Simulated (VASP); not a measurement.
# Y (Fm-3m) in VASP: notebook

The runs below take Y through single point, relaxation of cell and atoms, with r2SCAN.

Everything below comes from runs of VASP 6.6.1. Logs are shortened: lines on timing, memory, paths and dates and some standing lists are left out, and cuts for length are marked.

### Step 1. The cell of the first run

The structure is cubic, space group Fm-3m (No. 225). The conventional cell has a = 5.084 Å, b = 5.084 Å, c = 5.084 Å, α = 90.00°, β = 90.00°, γ = 90.00°. Within 4.7 Å of Y (site symmetry m-3m) lie 12 Y at 3.60 Å.

This isn't the form of Y at room conditions, which is hcp.

### Step 2. Single point, r2SCAN

Contents of POSCAR:

```
Y
1.0
    0.0000000000      2.5420970267      2.5420970267
    2.5420970267      0.0000000000      2.5420970267
    2.5420970267      2.5420970267      0.0000000000
Y
1
Direct
    0.0000000000      0.0000000000      0.0000000000
```

Contents of INCAR.step1:

```
SYSTEM = Y
PREC     = Accurate       ! precision mode
ENCUT    = 550            ! plane-wave cutoff, eV
ISMEAR   = 1              ! smearing method
SIGMA    = 0.05           ! smearing width, eV
LREAL    = .FALSE.        ! projectors in reciprocal space
LASPH    = .TRUE.         ! aspherical terms in the spheres
NELM     = 120            ! most SCF steps
NBANDS   = 12             ! bands
GGA      = PE             ! functional
ALGO     = Normal         ! electronic algorithm
EDIFF    = 1E-5           ! SCF threshold, eV
LWAVE    = .TRUE.         ! write WAVECAR
LCHARG   = .FALSE.        ! write CHGCAR
GGA_COMPAT= .FALSE.
```

Contents of INCAR.step2:

```
SYSTEM = Y
PREC     = Accurate       ! precision mode
ENCUT    = 550            ! plane-wave cutoff, eV
EDIFF    = 1E-6           ! SCF threshold, eV
ISMEAR   = 1              ! smearing method
SIGMA    = 0.05           ! smearing width, eV
LREAL    = .FALSE.        ! projectors in reciprocal space
LASPH    = .TRUE.         ! aspherical terms in the spheres
NELM     = 120            ! most SCF steps
ALGO     = Normal         ! electronic algorithm
ISIF     = 2              ! what is computed and relaxed
LWAVE    = .FALSE.        ! write WAVECAR
LCHARG   = .TRUE.         ! write CHGCAR
METAGGA  = R2SCAN         ! meta-GGA
LMIXTAU  = .TRUE.       
LELF     = .TRUE.         ! ELF
LVHAR    = .TRUE.       
NBANDS   = 12             ! bands
ISTART   = 1            
GGA_COMPAT= .FALSE.
```

Contents of KPOINTS:

```
Automatic mesh
0
G
  8 8 8
  0 0 0
```

Potentials or basis: VASP PAW PBE potentials, release 64 (Y_sv).

Started as:

```console
cat potpaw_PBE.64/Y_sv/POTCAR > POTCAR
cp INCAR.step1 INCAR
mpirun -np 1 vasp_std > vasp.out
cp INCAR.step2 INCAR
mpirun -np 1 vasp_std > vasp.out
```

OUTCAR:

```text
SYSTEM = Y
   PREC = Accurate
   ENCUT = 550
   EDIFF = 1E-6
   ISMEAR = 1
   LREAL = .FALSE.
   LASPH = .TRUE.
   NELM = 120
   ISIF = 2
   METAGGA = R2SCAN
   ISTART = 1

 ion  position               nearest neighbor table
   1  0.000  0.000  0.000-

  LATTYP: Found a face centered cubic cell.
 ALAT       =     5.0841940534

  Lattice vectors:

 A1 = (   0.0000000000,   2.5420970267,   2.5420970267)
 A2 = (   2.5420970267,   0.0000000000,   2.5420970267)
 A3 = (   2.5420970267,   2.5420970267,   0.0000000000)

Analysis of symmetry for initial positions (statically):
=====================================================================
 Subroutine PRICEL returns:
 Original cell was already a primitive cell.

 Routine SETGRP: Setting up the symmetry group for a
 face centered cubic supercell.

 Subroutine GETGRP returns: Found 48 space group operations
 (whereof 48 operations were pure point group operations)
 out of a pool of 48 trial point group operations.

The static configuration has the point symmetry O_h .

Analysis of symmetry for dynamics (positions and initial velocities):
=====================================================================
 Subroutine PRICEL returns:
 Original cell was already a primitive cell.

 Routine SETGRP: Setting up the symmetry group for a
 face centered cubic supercell.

 Subroutine GETGRP returns: Found 48 space group operations
 (whereof 48 operations were pure point group operations)
 out of a pool of 48 trial point group operations.

The dynamic configuration has the point symmetry O_h .

 Subroutine INISYM returns: Found 48 space group operations
 (whereof 48 operations are pure point group operations),
 and found     1 'primitive' translations

----------------------------------------------------------------------------------------

                                     Primitive cell

  volume of cell :      32.8554

  direct lattice vectors                    reciprocal lattice vectors
     0.000000000  2.542097027  2.542097027    -0.196688008  0.196688008  0.196688008
     2.542097027  0.000000000  2.542097027     0.196688008 -0.196688008  0.196688008
     2.542097027  2.542097027  0.000000000     0.196688008  0.196688008 -0.196688008

  length of vectors
     3.595068092  3.595068092  3.595068092     0.340673623  0.340673623  0.340673623

  position of ions in fractional coordinates (direct lattice)
     0.000000000  0.000000000  0.000000000

  ion indices of the primitive-cell ions
   primitive index   ion index
                 1           1

----------------------------------------------------------------------------------------

 KPOINTS: Automatic mesh

Automatic generation of k-mesh.
 Grid dimensions read from file:
 generate k-points for:    8    8    8

 Generating k-lattice:

  Cartesian coordinates                     Fractional coordinates (reciprocal lattice)
    -0.024586001  0.024586001  0.024586001     0.125000000  0.000000000  0.000000000
     0.024586001 -0.024586001  0.024586001     0.000000000  0.125000000  0.000000000
     0.024586001  0.024586001 -0.024586001     0.000000000  0.000000000  0.125000000

  Length of vectors
     0.042584203  0.042584203  0.042584203

  Shift w.r.t. Gamma in fractional coordinates (k-lattice)
     0.000000000  0.000000000  0.000000000

 Subroutine IBZKPT returns following result:
 ===========================================

 Found     29 irreducible k-points:

 Following reciprocal coordinates:
            Coordinates               Weight
  0.000000  0.000000  0.000000      1.000000
  0.125000  0.000000  0.000000      8.000000
  0.250000  0.000000  0.000000      8.000000
  0.375000  0.000000  0.000000      8.000000
  0.500000  0.000000  0.000000      4.000000
  0.125000  0.125000  0.000000      6.000000
[... 16 lines left out ...]
  0.500000  0.250000  0.125000     48.000000
 -0.375000  0.250000  0.125000     24.000000
 [... further k-points ...]
   k-points           NKPTS =     29   k-points in BZ     NKDIM =     29   number of bands    NBANDS=     12
   number of dos      NEDOS =    301   number of ions     NIONS =      1
   total plane-waves  NPLWV =  21952
   dimension x,y,z NGX =    28 NGY =   28 NGZ =   28
   dimension x,y,z NGXF=    56 NGYF=   56 NGZF=   56
   ions per type =               1
   NGX,Y,Z   is equivalent  to a cutoff of  12.95, 12.95, 12.95 a.u.
   NGXF,Y,Z  is equivalent  to a cutoff of  25.90, 25.90, 25.90 a.u.
 SYSTEM =  Y
   PREC   = accura    normal or accurate (medium, high low for compatibility)
   ISTART =      1    job   : 0-new  1-cont  2-samecut
   ICHARG =      0    charge: 1-file 2-atom 10-const
   ISPIN  =      1    spin polarized calculation?
   LNONCOLLINEAR =      F non collinear calculations
   LSORBIT =      F    spin-orbit coupling
   LASPH  =      T    aspherical Exc in radial PAW
   ENCUT  =  550.0 eV  40.42 Ry    6.36 a.u.   6.87  6.87  6.87*2*pi/ulx,y,z
   NELM   =    120;   NELMIN=  2; NELMDL=  0     # of ELM steps
   EDIFF  = 0.1E-05   stopping-criterion for ELM
   LREAL  =      F    real-space projection
[... 7 lines left out ...]
   TEBEG  =    0.0;   TEEND  =   0.0 temperature during run
   PSTRESS=    0.0 pullay stress
   NELECT =      11.0000    total number of electrons
   NUPDOWN=      -1.0000    fix difference up-down
   EMIN   =  10.00;   EMAX   =-10.00  energy-range for DOS
   EFERMI =   0.00;   METHOD = LEGACY
   ISMEAR =     1;   SIGMA  =   0.05  broadening in eV -4-tet -1-fermi 0-gaus
   EFERMI_NEDOS =   21; number of points for ismear=-14 and -15
   IALGO  =     38    algorithm
   IMIX   =      4    mixing-type and parameters
     AMIX     =   0.40;   BMIX     =  1.00
     AMIX_MAG =   1.60;   BMIX_MAG =  1.00
  volume/ion in A,a.u.               =      32.86       221.72
  Fermi-wavevector in a.u.,A,eV,Ry     =   1.136764  2.148172 17.581886  1.292232
  Thomas-Fermi vector in A             =   2.273469
   LORBIT       =      0    0 simple, 1 ext, 2 COOP (PROOUT), +10 PAW based schemes
   METAGGA = R2SCAN    functional components
   LHFCALC =     F    Hartree Fock is set to
   AEXX    =    0.0000 exact exchange contribution
   IVDW    =     0    specifies the selected vdW correction
   LEPSILON=     F    determine dielectric tensor
   LRPA    =     F    only Hartree local field effects (RPA)
 non-spin polarized calculation
 Methfessel and Paxton  Order N= 1 SIGMA  =   0.05
  energy-cutoff  :      550.00
  volume of cell :       32.86
 maximum number of plane-waves:       982
   NGX = 13   NGY = 13   NGZ = 13

 number of electron      11.0000001 magnetization

 Free energy of the ion-electron system (eV)
  ---------------------------------------------------
  ext. energy  EPLUGINS =         0.00000000
  ---------------------------------------------------
  free energy    TOTEN  =       -20.22314679 eV

  energy without entropy =      -20.22286028  energy(sigma->0) =      -20.22305128

 E-fermi :   3.1219     XC(G=0): -10.0767

 val. band max:        3.0372453773   @ k =  -0.2500   0.3750   0.1250
 cond. band min:       3.1459387347   @ k =   0.5000   0.2500   0.1250
 fundamental gap:      0.1086933574
 Fermi energy:         3.1219040670

 k-point     1 :       0.0000    0.0000    0.0000
  band No.  band energies     occupation
      1     -41.0989      2.00000
      2     -20.1392      2.00000
      3     -20.1392      2.00000
      4     -20.1392      2.00000
      5      -1.8950      2.00000
      6       5.1376      0.00000
      7       5.1376      0.00000
      8       5.1376      0.00000
      9       7.2514      0.00000
     10       7.2514      0.00000
     11      12.3863      0.00000
     12      15.8943      0.00000

 k-point     2 :       0.1250    0.0000    0.0000
  band No.  band energies     occupation
      1     -41.0890      2.00000
      2     -20.2281      2.00000
      3     -20.1502      2.00000
      4     -20.1502      2.00000
      5      -1.5022      2.00000
      6       4.6888      0.00000
      7       5.3038      0.00000
      8       5.3038      0.00000
      9       7.0716      0.00000
     10       7.0716      0.00000
     11      13.2342      0.00000
     12      14.5146      0.00000

 k-point     3 :       0.2500    0.0000    0.0000
  band No.  band energies     occupation
      1     -41.0648      2.00000
      2     -20.4368      2.00000
      3     -20.1766      2.00000
      4     -20.1766      2.00000
      5      -0.4771      2.00000
      6       3.9091     -0.00000
      7       5.3899      0.00000
      8       5.3899      0.00000
      9       7.1994      0.00000
     10       7.1994      0.00000
     11      12.5993      0.00000
     12      14.9046      0.00000
[... 286 lines left out ...]
 k-point    23 :       0.5000    0.2500    0.1250
  band No.  band energies     occupation
      1     -41.0273      2.00000
      2     -20.5925      2.00000
      3     -20.3462      2.00000
      4     -20.2440      2.00000
      5       1.4677      2.00000
      6       3.1459      0.28138
      7       3.9947     -0.00000
      8       5.9665      0.00000
      9       7.5618      0.00000
     10       9.3079      0.00000
     11      11.8535      0.00000
     12      14.4500      0.00000

 k-point    24 :      -0.3750    0.2500    0.1250
  band No.  band energies     occupation
      1     -41.0191      2.00000
      2     -20.6379      2.00000
      3     -20.3663      2.00000
      4     -20.2615      2.00000
      5       2.0635      2.00000
      6       2.8456      2.00000
      7       4.0376     -0.00000
      8       5.7859      0.00000
      9       8.3017      0.00000
     10       9.6139      0.00000
     11      10.6609      0.00000
     12      14.2593      0.00000

 [... further k-points ...]

------------------------ aborting loop because EDIFF is reached ----------------------------------------

  FORCE on cell =-STRESS in cart. coord.  units (eV):
  Direction    XX          YY          ZZ          XY          YZ          ZX
  --------------------------------------------------------------------------------------
  -------------------------------------------------------------------------------------
  Total        0.0152738      0.0152738      0.0152738      0.0000000      0.0000000      0.0000000
  in kB        0.7448208      0.7448208      0.7448208      0.0000000      0.0000000      0.0000000
  external PRESSURE =       0.7448208 kB  Pullay stress =       0.0000000 kB

 VOLUME and BASIS-vectors are now :
 -----------------------------------------------------------------------------
  energy-cutoff  :      550.00
  volume of cell :       32.86
      direct lattice vectors                 reciprocal lattice vectors
     0.000000000  2.542097027  2.542097027    -0.196688008  0.196688008  0.196688008
     2.542097027  0.000000000  2.542097027     0.196688008 -0.196688008  0.196688008
     2.542097027  2.542097027  0.000000000     0.196688008  0.196688008 -0.196688008

 POSITION                                       TOTAL-FORCE (eV/Angst)
 -----------------------------------------------------------------------------------
      0.00000      0.00000      0.00000         0.000000      0.000000      0.000000
 -----------------------------------------------------------------------------------
    total drift:                               -0.000000     -0.000000     -0.000000

  FREE ENERGIE OF THE ION-ELECTRON SYSTEM (eV)
  ---------------------------------------------------
  free  energy   TOTEN  =       -20.2231467872 eV

  energy  without entropy=      -20.2228602755  energy(sigma->0) =      -20.22305128
```

It took 50 s on 1 thread of Intel Xeon Platinum 8259CL at 2.50GHz (Skylake/Cascade Lake), shared host; peak memory 0.18 GiB.

Results:

```yaml
Free_energy: -20.2231 eV
Pressure: 0.1 GPa
Band_gap_on_the_k_mesh: zero (an odd number of electrons rules out a gap without spin polarisation)
```

Caveat: the PAW data sets were made with another functional, which shifts forces and pressure a little.

### Step 3. Relaxation of cell and atoms, r2SCAN

This run uses another cell than the first one, of 32.97 Å³/atom.

Contents of POSCAR:

```
Y
1.0
    0.0000000000      2.5450000000      2.5450000000
    2.5450000000      0.0000000000      2.5450000000
    2.5450000000      2.5450000000      0.0000000000
Y
1
Direct
    0.0000000000      0.0000000000      0.0000000000
```

Contents of INCAR.step1:

```
SYSTEM = Y
  ALGO = Normal
  EDIFF = 1E-5
  EDIFFG = -0.005
  ENCUT = 550
  GGA = PE
  GGA_COMPAT = .False.
  IBRION = 2
  ISIF = 3
  ISMEAR = 1
  LASPH = .True.
  LCHARG = .False.
  LREAL = .False.
  LWAVE = .True.
  NELM = 120
  NELMIN = 4
  NSW = 100
  PREC = Accurate
  SIGMA = 0.05
```

Contents of INCAR.step2:

```
SYSTEM = Y
  ALGO = Normal
  EDIFF = 1E-7
  EDIFFG = -0.02
  ENCUT = 550
  GGA_COMPAT = .False.
  IBRION = 2
  ISIF = 3
  ISMEAR = 1
  ISTART = 1
  LASPH = .True.
  LCHARG = .False.
  LMIXTAU = .True.
  LREAL = .False.
  LWAVE = .False.
  METAGGA = R2SCAN
  NELM = 120
  NELMIN = 4
  NSW = 60
  PREC = Accurate
  SIGMA = 0.05
```

Contents of KPOINTS:

```
k-points
0
Gamma
  8 8 8
  0 0 0
```

Potentials or basis: VASP PAW PBE potentials, release 64 (Y_sv).

Started as:

```console
cat potpaw_PBE.64/Y_sv/POTCAR > POTCAR
cp INCAR.step1 INCAR
mpirun -np 1 vasp_std > vasp.out
cp INCAR.step2 INCAR
mpirun -np 1 vasp_std > vasp.out
```

OUTCAR:

```text
SYSTEM = Y
   EDIFF = 1E-7
   EDIFFG = -0.02
   ENCUT = 550
   IBRION = 2
   ISIF = 3
   ISMEAR = 1
   ISTART = 1
   LASPH = .True.
   LREAL = .False.
   METAGGA = R2SCAN
   NELM = 120
   NELMIN = 4
   NSW = 60
   PREC = Accurate

 ion  position               nearest neighbor table
   1  0.000  0.000  0.000-

  LATTYP: Found a face centered cubic cell.
 ALAT       =     5.0900000000

  Lattice vectors:

 A1 = (   0.0000000000,   2.5450000000,   2.5450000000)
[... 514 lines left out ...]
      9       8.3010      0.00000

 [... further k-points ...]

------------------------ aborting loop because EDIFF is reached ----------------------------------------

  FORCE on cell =-STRESS in cart. coord.  units (eV):
  Direction    XX          YY          ZZ          XY          YZ          ZX
  --------------------------------------------------------------------------------------
  -------------------------------------------------------------------------------------
  Total        0.0054951      0.0054951      0.0054951      0.0000000      0.0000000      0.0000000
  in kB        0.2679455      0.2679455      0.2679455      0.0000000      0.0000000      0.0000000
  external PRESSURE =       0.2679455 kB  Pullay stress =       0.0000000 kB

 VOLUME and BASIS-vectors are now :
 -----------------------------------------------------------------------------
  energy-cutoff  :      550.00
  volume of cell :       32.86
      direct lattice vectors                 reciprocal lattice vectors
     0.000000000  2.542161012  2.542161012    -0.196683057  0.196683057  0.196683057
     2.542161012  0.000000000  2.542161012     0.196683057 -0.196683057  0.196683057
     2.542161012  2.542161012  0.000000000     0.196683057  0.196683057 -0.196683057

 POSITION                                       TOTAL-FORCE (eV/Angst)
 -----------------------------------------------------------------------------------
      0.00000      0.00000      0.00000        -0.000000      0.000000      0.000000
 -----------------------------------------------------------------------------------
    total drift:                               -0.000000     -0.000000     -0.000000

  FREE ENERGIE OF THE ION-ELECTRON SYSTEM (eV)
  ---------------------------------------------------
  free  energy   TOTEN  =       -20.2231646383 eV

  energy  without entropy=      -20.2228784500  energy(sigma->0) =      -20.22306924

 reached required accuracy - stopping structural energy minimisation
```

OSZICAR.step1:

```text
N       E                     dE             d eps       ncg     rms          rms(c)
DAV:   1     0.182108755382E+02    0.18211E+02   -0.58319E+03   522   0.115E+03
DAV:   2    -0.536976955211E+01   -0.23581E+02   -0.23236E+02   629   0.160E+02
DAV:   3    -0.657404486642E+01   -0.12043E+01   -0.11790E+01   801   0.241E+01
DAV:   4    -0.659940035627E+01   -0.25355E-01   -0.25351E-01   648   0.353E+00
[... 32 lines left out ...]
       N       E                     dE             d eps       ncg     rms          rms(c)
DAV:   1    -0.641224539319E+01   -0.65972E-04   -0.97725E-04   796   0.229E-01    0.509E-02
DAV:   2    -0.641220629004E+01    0.39103E-04   -0.68948E-05   674   0.671E-02    0.199E-02
DAV:   3    -0.641219915543E+01    0.71346E-05   -0.54437E-05   742   0.468E-02    0.141E-02
DAV:   4    -0.641219958474E+01   -0.42931E-06   -0.88319E-07   267   0.936E-03
   5 F= -.64121996E+01 E0= -.64120044E+01  d E =-.198084E-02
```

Wall time 2 min (1 thread of Intel Xeon Platinum 8259CL at 2.50GHz (Skylake/Cascade Lake), shared host); peak memory 0.18 GiB.

Results:

```
Free energy                           : -20.2232 eV
Relaxed volume                        : 32.86 Å³/atom
Relaxed cell                          : a = 3.595 Å, b = 3.595 Å, c = 3.595 Å, α = 60.00°, β = 60.00°, γ = 60.00°
Space group after relaxing (to 0.1 Å) : Fm-3m (No. 225)
Energy gained by relaxing             : 0.0 meV/atom
Ionic steps                           : 2
Pressure after relaxing               : 0.0 GPa
Band gap on the k mesh                : zero (an odd number of electrons rules out a gap without spin polarisation)
```

Final structure:
```yaml
crystal:
  lattice:
    - [0.00000, 2.54216, 2.54216]
    - [2.54216, 0.00000, 2.54216]
    - [2.54216, 2.54216, 0.00000]
  atoms:
    - { symbol: Y, position: [0.00000, 0.00000, 0.00000] }
```

Levels at points of the mesh, in eV from the Fermi level:
| k point | band 1 | band 2 | band 3 | band 4 | band 5 | band 6 | band 7 | band 8 | band 9 |
| --- | --- | --- | --- | --- | --- | --- | --- | --- | --- |
| (0.00, 0.00, 0.00) | -44.22 | -23.26 | -23.26 | -23.26 | -5.02 | 2.02 | 2.02 | 2.02 | 4.13 |
| (0.50, 0.00, 0.00) | -44.15 | -23.84 | -23.34 | -23.34 | -2.02 | 0.39 | 1.83 | 1.83 | 5.57 |
| (0.50, 0.50, 0.00) | -44.13 | -23.80 | -23.46 | -23.46 | -1.81 | -0.85 | 1.96 | 5.61 | 5.98 |

Caveat: the PAW data sets were made with another functional, which shifts forces and pressure a little.

The gap in the log of VASP goes by the Fermi energy; the results here count the filled bands.